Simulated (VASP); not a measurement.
Input of a VASP 6.6.1 run:

File INCAR:

```
SYSTEM = WS2
  ALGO = Normal
  DIPOL = 0.5 0.5 0.383
  EDIFF = 1E-6
  ENCUT = 520
  GGA = PE
  IDIPOL = 3
  ISIF = 2
  ISMEAR = 0
  IVDW = 12
  LASPH = .True.
  LCHARG = .False.
  LDIPOL = .True.
  LREAL = .False.
  LWAVE = .False.
  NBANDS = 35
  NELM = 80
  PREC = Accurate
  SIGMA = 0.05
```

File KPOINTS:

```
k-points
0
Gamma
  9 9 1
  0 0 0
```

Contents of POSCAR:

```
WS2
1.0
    3.1595457497      0.0000000000      0.0000000000
   -1.5797728749      2.7362468836      0.0000000000
    0.0000000000      0.0000000000     23.8042575719
S W
4 2
Direct
    0.3333333333      0.6666666667      0.1890418126
    0.3333333333      0.6666666667      0.3214605103
    0.8333333333      0.6666666667      0.4449678279
    0.8333333333      0.6666666667      0.5773865255
    0.6666666667      0.3333333333      0.2552511581
    0.5000000000      1.0000000000      0.5111771733
```

Potentials or basis: VASP PAW PBE potentials, release 64 (S, W_sv).

Run with:

```bash
$ cat potpaw_PBE.64/S/POTCAR potpaw_PBE.64/W_sv/POTCAR > POTCAR
$ mpirun -np 1 vasp_std > vasp.out
```

Q: Predict the largest force.

A: 0.117 eV/Å.

Q: Predict the dispersion energy per atom.

A: -0.369 eV.

Q: Predict the band gap on the k mesh.

A: 1.43 eV, indirect (least direct gap 1.89 eV).

Forces on the atoms (eV/Å):
```
S    0.000 -0.008  0.004
S    0.000  0.006 -0.117
S    0.000 -0.006  0.117
S    0.000  0.008 -0.004
W    0.000  0.023  0.044
W    0.000 -0.023 -0.044
```

Caveat: spin-orbit coupling is left out, which moves the levels of the heavy elements.
